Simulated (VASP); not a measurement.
A run of VASP 6.6.1 is set up as follows.

The input INCAR:

```
SYSTEM = Bi
  PREC = Accurate
  ENCUT = 600
  EDIFF = 1E-6
  ISMEAR = 0
  SIGMA = 0.1
  LREAL = .FALSE.
  LASPH = .TRUE.
  NELM = 80
  ALGO = Fast
  ISIF = 3
  LWAVE = .FALSE.
  LCHARG = .FALSE.
  GGA = PS
  IBRION = 2
  NSW = 90
  EDIFFG = -0.04
```

KPOINTS

```
Automatic mesh
0
G
  6 6 4
  0 0 0
```

File POSCAR:

```
Bi
1.0
    3.7629691289      0.0000000000      0.0000000000
   -1.8814845645      3.2588268592      0.0000000000
    0.0000000000      0.0000000000      6.1074981812
Bi
2
Direct
    0.3333333333      0.6666666667      0.2500000000
    0.6666666667      0.3333333333      0.7500000000
```

Potentials or basis: VASP PAW PBE potentials, release 64 (Bi_d).

Command:

```console
$ cat potpaw_PBE.64/Bi_d/POTCAR > POTCAR
$ mpirun -np 1 vasp_std > vasp.out
```

(1) Predict the relaxed cell.

(2) Estimate the space group after relaxing (to 0.05 Å).

Answers

(1) a = 3.451 Å, b = 3.451 Å, c = 5.797 Å, α = 90.00°, β = 90.00°, γ = 120.00°.

(2) P6_3/mmc (No. 194).
